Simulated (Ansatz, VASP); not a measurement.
## GaN: VASP beside Ansatz

```
CELL_PARAMETERS angstrom
0.00000 2.30984 2.36618
2.30984 0.00000 2.36618
2.30984 2.30984 0.00000
ATOMIC_POSITIONS crystal
Ga 0.00000 0.00000 0.00000
N 0.75000 0.75000 0.75000
```

Change from the starting cell: strain +0.025 along x and y, +0.050 along z, atoms carried along.

Alike in both runs: task single point; functional r2SCAN; k mesh 10 × 10 × 10; occupations gaussian, width 0.05 eV; no spin polarisation.

|  | VASP | Ansatz |
| --- | --- | --- |
| version | VASP 6.6.1 | Ansatz 0.2.0 |
| potentials or method | VASP PAW PBE potentials, release 64 (Ga_d, N), cutoff 520 eV | scalar-relativistic, plane waves, PAW |
| valence electrons in the cell | 18 | 18 |

Ansatz gave:

| Item | Value |
| --- | --- |
| gap on the k mesh at the Fermi level (eV) | 1.43 |
| least direct gap on the mesh (eV) | 1.43 |
| pressure (GPa) | -16.3 |
| traceless stress, the component that is largest in VASP (GPa) | -2.29 |

Q: What did VASP give for the same quantities?

A: gap on the k mesh at the Fermi level (eV): 1.43; least direct gap on the mesh (eV): 1.43; pressure (GPa): -15.6; traceless stress, the component that is largest in VASP (GPa): -2.27.

VASP's potentials were made for PBE, not for r2SCAN.
